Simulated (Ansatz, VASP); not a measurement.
## Two plane-wave programs on Ga

File INCAR:

```
PREC = Accurate ; ENCUT = 600
EDIFF = 1E-7 ; ISMEAR = 0
SIGMA = 0.1 ; LREAL = F
LASPH = T ; NELM = 80
ALGO = Fast ; ISIF = 3
LWAVE = F ; LCHARG = F
GGA = PE ; IBRION = 2
NSW = 100 ; EDIFFG = -0.005
```

The input KPOINTS:

```
Automatic mesh
0
Gamma
  8 8 8
```

File POSCAR:

```
Ga
1.0
   -2.9924103506      2.9924103506      2.9924103506
    2.9924103506     -2.9924103506      2.9924103506
    2.9924103506      2.9924103506     -2.9924103506
Ga
6
Direct
    0.2500000000      0.1250000000      0.8750000000
    0.1250000000      0.8750000000      0.2500000000
    0.7500000000      0.3750000000      0.6250000000
    0.8750000000      0.2500000000      0.1250000000
    0.6250000000      0.7500000000      0.3750000000
    0.3750000000      0.6250000000      0.7500000000
```

Input for Ansatz:

```yaml
crystal:
  lattice:
    - [-2.9924103506, 2.9924103506, 2.9924103506]
    - [2.9924103506, -2.9924103506, 2.9924103506]
    - [2.9924103506, 2.9924103506, -2.9924103506]
  atoms:
    - { symbol: Ga, position: [0.25, 0.125, 0.875] }
    - { symbol: Ga, position: [0.125, 0.875, 0.25] }
    - { symbol: Ga, position: [0.75, 0.375, 0.625] }
    - { symbol: Ga, position: [0.875, 0.25, 0.125] }
    - { symbol: Ga, position: [0.625, 0.75, 0.375] }
    - { symbol: Ga, position: [0.375, 0.625, 0.75] }
basis:
  ecutwfc: 420
kpoints:
  mp_grid: { grid: [8, 8, 8] }
hamiltonian:
  xc: pbe
scf:
  occupations: { method: gaussian, width: 0.1 }
output:
  forces: true
  stress: true
  eigenvalues: true
relax:
  adjacent_minimum: "off"
  f_tol: 0.005
  max_steps: 80
  cell: { stress_tol: 0.05 }
```

Alike in both runs: task relaxation of cell and atoms; functional PBE; k mesh 8 × 8 × 8; occupations gaussian, width 0.1 eV; no spin polarisation.

|  | VASP | Ansatz |
| --- | --- | --- |
| version | VASP 6.6.1 | Ansatz 0.2.0 |
| potentials or method | VASP PAW PBE potentials, release 64 (Ga_d), cutoff 600 eV | scalar-relativistic, plane waves, PAW |
| valence electrons in the cell | 78 | 78 |

Ansatz gave:

| Item | Value |
| --- | --- |
| gap on the k mesh at the Fermi level, each at its own relaxed structure (eV) | none |
| relaxed volume (Å³/atom) | 18.95 |
| relaxed length of the cell vector where the two differ most in proportion (Å) | 5.286 |

Problem. Estimate VASP's values.

Solution. gap on the k mesh at the Fermi level, each at its own relaxed structure (eV): none; relaxed volume (Å³/atom): 18.98; relaxed length of the cell vector where the two differ most in proportion (Å): 5.289.

A gap of «none» marks a metal or a gap that the smearing closes.
